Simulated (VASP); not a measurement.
## Hf3HN3: single point with PBEsol

Hf3HN3, a slab with vacuum:

```
N Hf H
1.0
     3.18308    0.00000    0.00000
    -1.59154    2.75663    0.00000
     0.00000    0.00000   25.49743
N Hf H
3 3 1
Direct
  0.33333 0.66667 0.33337
  0.00000 0.00000 0.43530
  0.66661 0.33322 0.53703
  0.66667 0.33333 0.38433
  0.33331 0.66662 0.48722
  0.99992 0.99983 0.58678
  0.33322 0.66644 0.62452
```

```json
{"Program": "VASP 6.6.1", "Task": "single point", "Functional": "PBEsol", "Potentials or basis": "VASP PAW PBE potentials, release 64 (N, Hf_pv, H)", "Cutoff": "520 eV", "k mesh": "9 × 9 × 1", "Occupations": "gaussian, width 0.1 eV", "Spin": "no spin polarisation"}
```

- Largest force: 6.997 eV/Å
- Band gap on the k mesh: 0.17 eV (least direct gap 0.24 eV)

Forces on the atoms (eV/Å):
```
N    0.000  0.000  5.326
N    0.000 -0.001  1.755
N    0.000  0.000 -0.014
Hf   0.000  0.000 -6.997
Hf   0.000  0.000  0.038
Hf   0.000  0.000 -0.098
H    0.000  0.001 -0.010
```

Levels at points of the mesh, in eV from the valence-band top:
| k point | band 21 | band 22 | band 23 | band 24 | band 25 | band 26 |
| --- | --- | --- | --- | --- | --- | --- |
| (0.00, 0.00, 0.00) | -0.14 | -0.14 | -0.05 | 0.52 | 0.52 | 1.12 |

It took 12 min on 1 thread of Intel(R) Xeon(R) Platinum 8259CL CPU @ 2.50GHz (Skylake/Cascade Lake) (shared host), peak memory 0.42 GiB.

Caveat: the PAW data sets were made with another functional, which shifts forces and pressure a little; spin-orbit coupling is left out, which moves the levels of the heavy elements.
